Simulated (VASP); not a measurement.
Runs of VASP 6.6.1 on Au. The structure is that of space group Fm-3m (No. 225), or close to it. The cells are those of the table. 

| task | level | cell | cutoff (eV) | gap on the mesh (eV) | pressure (GPa) | relaxed volume (Å³/atom) |
| --- | --- | --- | --- | --- | --- | --- |
| relaxation of cell and atoms | PBE | relaxed from a = 2.878 Å, angles 60.0°, 1 atom | 600 | none | 0.0 | 17.93 |
| relaxation of cell and atoms | RPBE | relaxed from a = 2.878 Å, angles 60.0°, 1 atom | 600 | none | -0.1 | 18.48 |
| single point | PBE | a = 2.939 Å, angles 60.0°, 1 atom | 520 | none | -0.3 | - |
| relaxation of cell and atoms | PBE+D3(BJ) | relaxed from a = 2.878 Å, angles 60.0°, 1 atom | 600 | none | 0.0 | (a) |
| single point | revPBE+D3(BJ) | a = 2.883 Å, angles 60.0°, 1 atom | 520 | none | -0.3 | - |
| relaxation of cell and atoms | revPBE+D3(BJ) | relaxed from a = 2.878 Å, angles 60.0°, 1 atom | 600 | none | 0.0 | 16.92 |
| single point | PBE+D3(BJ) | a = 2.900 Å, angles 60.0°, 1 atom | 520 | none | -0.3 | - |
| single point | RPBE | a = 2.968 Å, angles 60.0°, 1 atom | 520 | none | (b) | - |

Alike in all rows: potentials or basis VASP PAW PBE potentials, release 64 (Au); no spin polarisation; k mesh 13 × 13 × 13; smearing fermi-dirac 0.1 eV.

**Question.** Estimate the missing entries.

**Answer.** (a) 17.22; (b) -0.2.

Caveats: spin-orbit coupling is left out, which moves the levels of the heavy elements; the PAW data sets were made with another functional, which shifts forces and pressure a little (some runs); pairwise dispersion overbinds metals, which lowers pressure and volume (some runs).

A k mesh can miss the band edges, and the runs leave out spin-orbit coupling on Au.

A gap of «none» marks levels without a gap at the run's occupations.
